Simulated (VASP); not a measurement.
A run of VASP 6.6.1 is set up as follows.

The input INCAR:

```
SYSTEM = Zn16S15Br
PREC     = Accurate       ! precision mode
ENCUT    = 520            ! plane-wave cutoff, eV
EDIFF    = 1E-8           ! SCF threshold, eV
ISMEAR   = -1             ! smearing method
SIGMA    = 0.01           ! smearing width, eV
LREAL    = Auto         
LASPH    = .True.         ! aspherical terms in the spheres
NELM     = 100            ! most SCF steps
ALGO     = Normal         ! electronic algorithm
ISIF     = 2              ! what is computed and relaxed
LWAVE    = .False.        ! write WAVECAR
LCHARG   = .False.        ! write CHGCAR
GGA      = PE             ! functional
LEFG     = .True.       
NELECT   = 288.0        
NBANDS   = 166            ! bands
```

File KPOINTS:

```
Automatic mesh
0
Gamma
  3 3 2
  0 0 0
```

File POSCAR:

```
Zn16S15Br
1.0
    7.6220000000      0.0000000000      0.0000000000
   -3.8110000000      6.6008456276      0.0000000000
    0.0000000000      0.0000000000     12.4680000000
Zn Br S
16 1 15
Direct
    0.1666666666      0.3333333334      0.0000000000
    0.1666666666      0.3333333334      0.5000000000
    0.1666666666      0.8333333334      0.0000000000
    0.1666666666      0.8333333334      0.5000000000
    0.6666666666      0.3333333334      0.0000000000
    0.6666666666      0.3333333334      0.5000000000
    0.6666666666      0.8333333334      0.0000000000
    0.6666666666      0.8333333334      0.5000000000
    0.3333333334      0.1666666666      0.2500000000
    0.3333333334      0.1666666666      0.7500000000
    0.3333333334      0.6666666666      0.2500000000
    0.3333333334      0.6666666666      0.7500000000
    0.8333333334      0.1666666666      0.2500000000
    0.8333333334      0.1666666666      0.7500000000
    0.8333333334      0.6666666666      0.2500000000
    0.8333333334      0.6666666666      0.7500000000
    0.1666666666      0.3333333334      0.1925000000
    0.1666666666      0.3333333334      0.6925000000
    0.1666666666      0.8333333334      0.1925000000
    0.1666666666      0.8333333334      0.6925000000
    0.6666666666      0.3333333334      0.1925000000
    0.6666666666      0.3333333334      0.6925000000
    0.6666666666      0.8333333334      0.1925000000
    0.6666666666      0.8333333334      0.6925000000
    0.3333333334      0.1666666666      0.4425000000
    0.3333333334      0.1666666666      0.9425000000
    0.3333333334      0.6666666666      0.4425000000
    0.3333333334      0.6666666666      0.9425000000
    0.8333333334      0.1666666666      0.4425000000
    0.8333333334      0.1666666666      0.9425000000
    0.8333333334      0.6666666666      0.4425000000
    0.8333333334      0.6666666666      0.9425000000
```

Potentials or basis: VASP PAW PBE potentials, release 64 (Zn, Br, S).

The run is started by

```sh
$ cat potpaw_PBE.64/Zn/POTCAR potpaw_PBE.64/Br/POTCAR potpaw_PBE.64/S/POTCAR > POTCAR
$ mpirun -np 1 vasp_std > vasp.out
```

(1) Predict the largest force.

## Answers

(1) 2.426 eV/Å.

Caveat: the cell carries a net charge on a neutralising background, which shifts energy and pressure; without QUAD_EFG the Cq values of the log hold for a quadrupole moment of 1 mb, not for the nuclei.
